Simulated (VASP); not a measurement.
B32HN32 (a cell with a defect): single point with PBEsol

B32HN32 (a cell with a defect):

```
CELL_PARAMETERS angstrom
7.21159 0.00000 0.00000
0.00000 7.21159 0.00000
0.00000 0.00000 7.21159
ATOMIC_POSITIONS crystal
B 0.99966 0.00044 0.99950
B 0.99943 0.00022 0.49955
B 0.99942 0.50045 0.99926
B 0.99828 0.50091 0.49998
B 0.49974 0.00022 0.99928
B 0.50017 0.99908 0.50000
B 0.50014 0.50091 0.99814
B 0.50049 0.50129 0.50031
B 0.24930 0.25006 0.99828
B 0.24898 0.24978 0.50025
B 0.24966 0.75079 0.99926
B 0.24925 0.75184 0.49991
B 0.75000 0.25045 0.99927
B 0.75106 0.25002 0.49992
B 0.74980 0.75051 0.99944
B 0.74997 0.75077 0.49948
B 0.24930 0.99919 0.24913
B 0.24968 0.00023 0.74986
B 0.24893 0.50123 0.24877
B 0.24922 0.50084 0.75090
B 0.75002 0.00020 0.24951
B 0.74976 0.00040 0.74961
B 0.75107 0.50082 0.24907
B 0.74998 0.50041 0.74984
B 0.99842 0.25005 0.24913
B 0.99943 0.25041 0.74985
B 0.99944 0.75078 0.24949
B 0.99961 0.75052 0.74958
B 0.50044 0.24969 0.24877
B 0.50007 0.25004 0.75092
B 0.50012 0.75185 0.24909
B 0.49966 0.75076 0.74982
N 0.12498 0.12574 0.12482
N 0.12442 0.12521 0.62554
N 0.12442 0.62647 0.12423
N 0.12492 0.62581 0.62487
N 0.62572 0.12520 0.12424
N 0.62505 0.12571 0.62488
N 0.62507 0.62582 0.12477
N 0.62559 0.62639 0.62543
N 0.37504 0.37582 0.12005
N 0.37491 0.37575 0.62981
N 0.37506 0.87584 0.12418
N 0.37501 0.87579 0.62550
N 0.87502 0.37580 0.12416
N 0.87499 0.37575 0.62551
N 0.87504 0.87578 0.12471
N 0.87499 0.87576 0.62489
N 0.37505 0.12094 0.37487
N 0.37504 0.12513 0.87491
N 0.37493 0.63072 0.37478
N 0.37499 0.62645 0.87483
N 0.87504 0.12510 0.37487
N 0.87502 0.12567 0.87486
N 0.87499 0.62641 0.37481
N 0.87499 0.62584 0.87483
N 0.12016 0.37584 0.37487
N 0.12430 0.37579 0.87488
N 0.12436 0.87581 0.37486
N 0.12490 0.87580 0.87485
N 0.62994 0.37572 0.37477
N 0.62564 0.37578 0.87485
N 0.62567 0.87579 0.37484
N 0.62509 0.87578 0.87484
H 0.37514 0.37573 0.37513
```

```json
{"Program": "VASP 6.6.1", "Task": "single point", "Functional": "PBEsol", "Potentials or basis": "VASP PAW PBE potentials, release 64 (B, N, H)", "Cutoff": "520 eV", "k mesh": "1 × 1 × 1, shifted", "Occupations": "fermi-dirac, width 0.05 eV", "Spin": "collinear spin"}
```

```
Pressure                                              : 3.3 GPa
Largest force                                         : 0.113 eV/Å
Band gap on the k mesh                                : 1.23 eV
Net moment                                            : 1.00 μB per cell
Site moments                                          : B +0.00, -0.00 (each value once); N +0.00, +0.01, +0.04, -0.00 (each value once); H +0.30 μB
Valence electrons inside the program's atomic spheres : B 2.05, 2.06, 2.01, 2.02 (each value once); N 3.97, 3.96 (each value once); H 0.58
```

Forces in eV/Å, atoms in the order of the input:
```
B    0.052  0.048  0.048
B    0.057  0.049  0.063
B    0.054  0.065  0.053
B    0.061  0.053  0.050
B    0.060  0.051  0.053
B    0.046  0.063  0.048
B    0.050  0.055  0.063
B    0.030  0.030  0.035
B    0.057  0.062  0.044
B    0.040  0.039  0.066
B    0.067  0.055  0.050
B    0.056  0.055  0.065
B    0.057  0.060  0.047
B    0.054  0.057  0.061
B    0.047  0.058  0.054
B    0.056  0.049  0.062
B    0.060  0.046  0.059
B    0.060  0.050  0.051
B    0.051  0.060  0.050
B    0.055  0.068  0.056
B    0.055  0.053  0.059
B    0.056  0.053  0.052
B    0.051  0.070  0.058
B    0.051  0.066  0.047
B    0.046  0.062  0.059
B    0.051  0.066  0.054
B    0.051  0.053  0.064
B    0.053  0.056  0.055
B    0.062  0.053  0.050
B    0.061  0.056  0.051
B    0.057  0.052  0.053
B    0.061  0.056  0.052
N   -0.052 -0.051 -0.050
N   -0.057 -0.063 -0.074
N   -0.061 -0.070 -0.058
N   -0.050 -0.051 -0.049
N   -0.071 -0.064 -0.057
N   -0.055 -0.048 -0.049
N   -0.055 -0.055 -0.049
N   -0.042 -0.049 -0.046
N   -0.065 -0.063 -0.053
N   -0.024 -0.041 -0.063
N   -0.067 -0.057 -0.053
N   -0.062 -0.056 -0.052
N   -0.048 -0.067 -0.050
N   -0.053 -0.058 -0.057
N   -0.059 -0.053 -0.046
N   -0.051 -0.052 -0.048
N   -0.062 -0.051 -0.060
N   -0.063 -0.054 -0.056
N   -0.031 -0.065 -0.038
N   -0.061 -0.057 -0.052
N   -0.052 -0.050 -0.063
N   -0.058 -0.053 -0.054
N   -0.054 -0.049 -0.057
N   -0.050 -0.052 -0.056
N   -0.050 -0.067 -0.066
N   -0.044 -0.064 -0.051
N   -0.058 -0.052 -0.063
N   -0.053 -0.055 -0.056
N   -0.061 -0.038 -0.032
N   -0.052 -0.061 -0.055
N   -0.053 -0.056 -0.061
N   -0.052 -0.058 -0.053
H    0.000  0.007 -0.005
```

Stress tensor (GPa, compression positive):
```
 3.32 -0.09 -0.09
-0.09  3.32 -0.09
-0.09 -0.09  3.32
```

Levels at points of the mesh, in eV from the valence-band top:
Spin up:
```
           k point  band 126  band 127  band 128  band 129  band 130  band 131  band 132  band 133
(0.25, 0.25, 0.25)     -3.18     -2.36     -2.36      0.00      3.49      3.49      4.00      4.75
```
Spin down:
```
           k point  band 124  band 125  band 126  band 127  band 128  band 129  band 130  band 131  band 132  band 133
(0.25, 0.25, 0.25)     -3.17     -3.17     -3.17     -2.35     -2.34      1.23      3.50      3.50      4.11      4.77
```

It took 13 min on 1 thread of Intel(R) Xeon(R) Platinum 8488C (Sapphire Rapids), with other jobs on the host, peak memory 0.71 GiB.

Caveat: the PAW data sets were made with another functional, which shifts forces and pressure a little.
